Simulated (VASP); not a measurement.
# NaCu (Fm-3m) in VASP: notebook, part 2 of 2

VASP 6.6.1. The steps go on from the part before.

**3. Single point, PBE**

This run uses another cell than the first one, of 25.25 Å³/atom.

Contents of INCAR:

```
ALGO = Normal ; EDIFF = 1E-6
ENCUT = 600 ; GGA = PE
GGA_COMPAT = F ; ISIF = 2
ISMEAR = 0 ; LASPH = T
LCHARG = F ; LREAL = F
LWAVE = F ; NBANDS = 16
NELM = 120 ; PREC = Accurate
SIGMA = 0.1
```

Contents of KPOINTS:

```
k-points
0
Gamma
  6 6 6
```

Contents of POSCAR:

```
NaCu
1.0
    0.0000000000      2.9337605915      2.9337605915
    2.9337605915      0.0000000000      2.9337605915
    2.9337605915      2.9337605915      0.0000000000
Na Cu
1 1
Direct
    0.0000000000      0.0000000000      0.0000000000
    0.5000000000      0.5000000000      0.5000000000
```

Potentials or basis: VASP PAW PBE potentials, release 64 (Na_pv, Cu).

Run with:

```sh
$ cat potpaw_PBE.64/Na_pv/POTCAR potpaw_PBE.64/Cu/POTCAR > POTCAR
$ mpirun -np 1 vasp_std > vasp.out
```

OUTCAR:

```text
EDIFF = 1E-6
   ENCUT = 600
   GGA = PE
   ISIF = 2
   ISMEAR = 0
   LASPH = T
   LREAL = F
   NELM = 120
   PREC = Accurate

 ion  position               nearest neighbor table
   1  0.000  0.000  0.000-
   2  0.500  0.500  0.500-

  LATTYP: Found a face centered cubic cell.
 ALAT       =     5.8675211830

  Lattice vectors:

 A1 = (   0.0000000000,   2.9337605915,   2.9337605915)
 A2 = (   2.9337605915,   0.0000000000,   2.9337605915)
 A3 = (   2.9337605915,   2.9337605915,   0.0000000000)

Analysis of symmetry for initial positions (statically):
=====================================================================
 Subroutine PRICEL returns:
 Original cell was already a primitive cell.

 Routine SETGRP: Setting up the symmetry group for a
 face centered cubic supercell.

 Subroutine GETGRP returns: Found 48 space group operations
 (whereof 48 operations were pure point group operations)
 out of a pool of 48 trial point group operations.

The static configuration has the point symmetry O_h .

Analysis of symmetry for dynamics (positions and initial velocities):
=====================================================================
 Subroutine PRICEL returns:
 Original cell was already a primitive cell.

 Routine SETGRP: Setting up the symmetry group for a
 face centered cubic supercell.

 Subroutine GETGRP returns: Found 48 space group operations
 (whereof 48 operations were pure point group operations)
 out of a pool of 48 trial point group operations.

The dynamic configuration has the point symmetry O_h .

 Subroutine INISYM returns: Found 48 space group operations
 (whereof 48 operations are pure point group operations),
 and found     1 'primitive' translations

----------------------------------------------------------------------------------------

                                     Primitive cell

  volume of cell :      50.5015

  direct lattice vectors                    reciprocal lattice vectors
     0.000000000  2.933760592  2.933760592    -0.170429721  0.170429721  0.170429721
     2.933760592  0.000000000  2.933760592     0.170429721 -0.170429721  0.170429721
     2.933760592  2.933760592  0.000000000     0.170429721  0.170429721 -0.170429721

  length of vectors
     4.148964017  4.148964017  4.148964017     0.295192936  0.295192936  0.295192936

  position of ions in fractional coordinates (direct lattice)
     0.000000000  0.000000000  0.000000000
     0.500000000  0.500000000  0.500000000

  ion indices of the primitive-cell ions
   primitive index   ion index
                 1           1
                 2           2

----------------------------------------------------------------------------------------

 KPOINTS: k-points

Automatic generation of k-mesh.
 Grid dimensions read from file:
 generate k-points for:    6    6    6

 Generating k-lattice:

  Cartesian coordinates                     Fractional coordinates (reciprocal lattice)
    -0.028404954  0.028404954  0.028404954     0.166666667  0.000000000  0.000000000
     0.028404954 -0.028404954  0.028404954     0.000000000  0.166666667  0.000000000
     0.028404954  0.028404954 -0.028404954     0.000000000  0.000000000  0.166666667

  Length of vectors
     0.049198823  0.049198823  0.049198823

  Shift w.r.t. Gamma in fractional coordinates (k-lattice)
     0.000000000  0.000000000  0.000000000

 Subroutine IBZKPT returns following result:
 ===========================================

 Found     16 irreducible k-points:

 Following reciprocal coordinates:
            Coordinates               Weight
  0.000000  0.000000  0.000000      1.000000
  0.166667  0.000000  0.000000      8.000000
  0.333333  0.000000  0.000000      8.000000
  0.500000  0.000000  0.000000      4.000000
  0.166667  0.166667  0.000000      6.000000
  0.333333  0.166667  0.000000     24.000000
[... 8 lines left out ...]
 -0.333333  0.333333  0.166667     24.000000
 -0.333333  0.500000  0.166667     12.000000
   k-points           NKPTS =     16   k-points in BZ     NKDIM =     16   number of bands    NBANDS=     16
   number of dos      NEDOS =    301   number of ions     NIONS =      2
   total plane-waves  NPLWV =  46656
   dimension x,y,z NGX =    36 NGY =   36 NGZ =   36
   dimension x,y,z NGXF=    72 NGYF=   72 NGZF=   72
   ions per type =               1   1
   NGX,Y,Z   is equivalent  to a cutoff of  14.42, 14.42, 14.42 a.u.
   NGXF,Y,Z  is equivalent  to a cutoff of  28.85, 28.85, 28.85 a.u.
 SYSTEM =  unknown system
   PREC   = accura    normal or accurate (medium, high low for compatibility)
   ISTART =      0    job   : 0-new  1-cont  2-samecut
   ICHARG =      2    charge: 1-file 2-atom 10-const
   ISPIN  =      1    spin polarized calculation?
   LNONCOLLINEAR =      F non collinear calculations
   LSORBIT =      F    spin-orbit coupling
   LASPH  =      T    aspherical Exc in radial PAW
   ENCUT  =  600.0 eV  44.10 Ry    6.64 a.u.   8.29  8.29  8.29*2*pi/ulx,y,z
   NELM   =    120;   NELMIN=  2; NELMDL= -5     # of ELM steps
   EDIFF  = 0.1E-05   stopping-criterion for ELM
   LREAL  =      F    real-space projection
   EDIFFG = 0.1E-04   stopping-criterion for IOM
   NSW    =      0    number of steps for IOM
   IBRION =     -1    ionic relax: 0-MD 1-quasi-New 2-CG
   NFREE  =      0    steps in history (QN), initial steepest desc. (CG)
   ISIF   =      2    stress and relaxation
   ISYM   =      2    0-nonsym 1-usesym 2-fastsym
   POTIM  = 0.5000    time-step for ionic-motion
   TEBEG  =    0.0;   TEEND  =   0.0 temperature during run
   PSTRESS=    0.0 pullay stress
   NELECT =      18.0000    total number of electrons
   NUPDOWN=      -1.0000    fix difference up-down
   EMIN   =  10.00;   EMAX   =-10.00  energy-range for DOS
   EFERMI =   0.00;   METHOD = LEGACY
   ISMEAR =     0;   SIGMA  =   0.10  broadening in eV -4-tet -1-fermi 0-gaus
   EFERMI_NEDOS =   21; number of points for ismear=-14 and -15
   IALGO  =     38    algorithm
   IMIX   =      4    mixing-type and parameters
     AMIX     =   0.40;   BMIX     =  1.00
     AMIX_MAG =   1.60;   BMIX_MAG =  1.00
  volume/ion in A,a.u.               =      25.25       170.40
  Fermi-wavevector in a.u.,A,eV,Ry     =   1.160729  2.193461 18.331032  1.347293
  Thomas-Fermi vector in A             =   2.297309
   LORBIT       =      0    0 simple, 1 ext, 2 COOP (PROOUT), +10 PAW based schemes
   GGA     = PE    functional components
   LHFCALC =     F    Hartree Fock is set to
   AEXX    =    0.0000 exact exchange contribution
   IVDW    =     0    specifies the selected vdW correction
   LEPSILON=     F    determine dielectric tensor
   LRPA    =     F    only Hartree local field effects (RPA)
 non-spin polarized calculation
 Gauss-broadening in eV      SIGMA  =   0.10
  energy-cutoff  :      600.00
  volume of cell :       50.50
 maximum number of plane-waves:      1700
 NGX is ok and might be reduce to    36
   NGX = 17   NGY = 17   NGZ = 17

 number of electron      17.9999998 magnetization

 Free energy of the ion-electron system (eV)
  ---------------------------------------------------
  ext. energy  EPLUGINS =         0.00000000
  ---------------------------------------------------
  free energy    TOTEN  =        -3.88636340 eV

  energy without entropy =       -3.88288757  energy(sigma->0) =       -3.88462548

 E-fermi :   0.8961     XC(G=0):  -8.0713

 val. band max:        0.8491869151   @ k =  -0.3333   0.5000   0.1667
 cond. band min:       1.5112522218   @ k =   0.5000   0.5000   0.0000
 fundamental gap:      0.6620653066
 Fermi energy:         0.8961382732

 k-point     1 :       0.0000    0.0000    0.0000
  band No.  band energies     occupation
      1     -22.7785      2.00000
      2     -22.7785      2.00000
      3     -22.7785      2.00000
      4      -3.2299      2.00000
      5      -0.5323      2.00000
      6      -0.5323      2.00000
[... 8 lines left out ...]
     15      10.7241      0.00000
     16      11.3974      0.00000
[... 267 lines left out ...]
 k-point    16 :      -0.3333    0.5000    0.1667
  band No.  band energies     occupation
      1     -22.7891      2.00000
      2     -22.7854      2.00000
      3     -22.7839      2.00000
      4      -0.7133      2.00000
      5      -0.6361      2.00000
      6      -0.4746      2.00000
[... 8 lines left out ...]
     15      13.6411      0.00000
     16      13.7299      0.00000

------------------------ aborting loop because EDIFF is reached ----------------------------------------

  FORCE on cell =-STRESS in cart. coord.  units (eV):
  Direction    XX          YY          ZZ          XY          YZ          ZX
  --------------------------------------------------------------------------------------
  -------------------------------------------------------------------------------------
  Total        0.0202179      0.0202179      0.0202179      0.0000000     -0.0000000      0.0000000
  in kB        0.6414213      0.6414213      0.6414213      0.0000000     -0.0000000      0.0000000
  external PRESSURE =       0.6414213 kB  Pullay stress =       0.0000000 kB

 VOLUME and BASIS-vectors are now :
 -----------------------------------------------------------------------------
  energy-cutoff  :      600.00
  volume of cell :       50.50
      direct lattice vectors                 reciprocal lattice vectors
     0.000000000  2.933760592  2.933760592    -0.170429721  0.170429721  0.170429721
     2.933760592  0.000000000  2.933760592     0.170429721 -0.170429721  0.170429721
     2.933760592  2.933760592  0.000000000     0.170429721  0.170429721 -0.170429721

 POSITION                                       TOTAL-FORCE (eV/Angst)
 -----------------------------------------------------------------------------------
      0.00000      0.00000      0.00000         0.000000     -0.000000      0.000000
      2.93376      2.93376      2.93376         0.000000      0.000000     -0.000000
 -----------------------------------------------------------------------------------
    total drift:                                0.000000      0.000000      0.000000

  FREE ENERGIE OF THE ION-ELECTRON SYSTEM (eV)
  ---------------------------------------------------
  free  energy   TOTEN  =        -3.8863633970 eV

  energy  without entropy=       -3.8828875727  energy(sigma->0) =       -3.88462548
```

Run time: 19 s. Hardware: 1 thread of Intel Xeon Platinum 8488C (Sapphire Rapids), shared host; peak memory 0.2 GiB.

What came out:

```yaml
Free_energy: -3.8864 eV
Pressure: 0.1 GPa
Band_gap_on_the_k_mesh: zero (bands 9 and 10 overlap by 0.01 eV)
```

**4. Relaxation of cell and atoms, PBE**

Contents of INCAR:

```
  PREC = Accurate
  ENCUT = 600
  EDIFF = 1E-7
  ISMEAR = 0
  SIGMA = 0.1
  LREAL = F
  LASPH = T
  NELM = 120
  ALGO = Normal
  ISIF = 3
  LWAVE = F
  LCHARG = F
  GGA = PE
  IBRION = 2
  NSW = 90
  EDIFFG = -0.04
  GGA_COMPAT = F
  NELMIN = 4
```

Contents of KPOINTS:

```
Automatic mesh
0
Gamma
  6 6 6
```

Contents of POSCAR:

```
NaCu
1.0
    0.0000000000      2.5716129286      2.5716129286
    2.5716129286      0.0000000000      2.5716129286
    2.5716129286      2.5716129286      0.0000000000
Na Cu
1 1
Direct
    0.0000000000      0.0000000000      0.0000000000
    0.5000000000      0.5000000000      0.5000000000
```

Run with:

```sh
$ cat potpaw_PBE.64/Na_pv/POTCAR potpaw_PBE.64/Cu/POTCAR > POTCAR
$ mpirun -np 1 vasp_std > vasp.out
```

Wall time 49 s (1 thread of Intel Xeon Platinum 8488C (Sapphire Rapids), shared host); peak memory 0.16 GiB.

Results (log left out):

* Free energy: -3.8798 eV
* Relaxed volume: 24.77 Å³/atom
* Relaxed cell: a = 4.123 Å, b = 4.123 Å, c = 4.123 Å, α = 60.00°, β = 60.00°, γ = 60.00°
* Space group after relaxing (to 0.1 Å): Fm-3m (No. 225)
* Energy gained by relaxing: 248.6 meV/atom
* Ionic steps: 4
* Pressure after relaxing: 0.2 GPa
* Band gap on the k mesh: zero (bands 9 and 10 overlap by 0.05 eV)

The path:
| step | energy change (eV) | largest force (eV/Å) | pressure (GPa) | volume (Å³) |
| --- | --- | --- | --- | --- |
| 1 | 0.0000 | 0.0000 | 13.58 | 34.01 |
| 2 | -0.3968 | 0.0000 | 4.45 | 41.61 |
| 3 | -0.4885 | 0.0000 | 1.07 | 47.28 |
| 4 | -0.4971 | 0.0000 | 0.17 | 49.54 |

Final structure:
```xyz
2
Lattice="0.0000 2.9151 2.9151 2.9151 0.0000 2.9151 2.9151 2.9151 0.0000" Properties=species:S:1:pos:R:3 pbc="T T T"
Na    2.9151    2.9151    5.8302
Cu    2.9151    2.9151    2.9151
```

Levels at points of the mesh, in eV from the Fermi level:
```csv
k point,band 5,band 6,band 7,band 8,band 9,band 10,band 11,band 12,band 13
"(0.00, 0.00, 0.00)",-1.47,-1.47,-1.47,-1.43,-1.43,7.78,7.78,7.78,9.90
"(0.50, 0.00, 0.00)",-1.49,-1.49,-1.31,-1.31,-0.76,-0.09,6.36,6.36,8.96
"(0.50, 0.50, 0.00)",-1.63,-1.35,-1.27,-1.27,-0.10,0.59,4.30,4.30,6.30
```

Caveat: the volume moved by over 15 % at a fixed basis, so the end points are rough.

**5. Overview**

```tsv
task	cell	gap on the mesh (eV)	pressure (GPa)
single point	a = 3.637 Å, angles 60.0°, 2 atoms	none	13.6
single point	a = 4.149 Å, angles 60.0°, 2 atoms	none	0.1
relaxation of cell and atoms	relaxed from a = 3.637 Å, angles 60.0°, 2 atoms	none	0.2
```

Alike in all rows: level PBE; potentials or basis VASP PAW PBE potentials, release 64 (Na_pv, Cu); no spin polarisation; k mesh 6 × 6 × 6; cutoff (eV) 600; smearing gaussian 0.1 eV.

Caveats: the cell stands under pressure (at least some runs); the volume moved by over 15 % at a fixed basis, so the end points are rough (at least some runs).

Absolute energies hang on the potentials; compare differences alone.
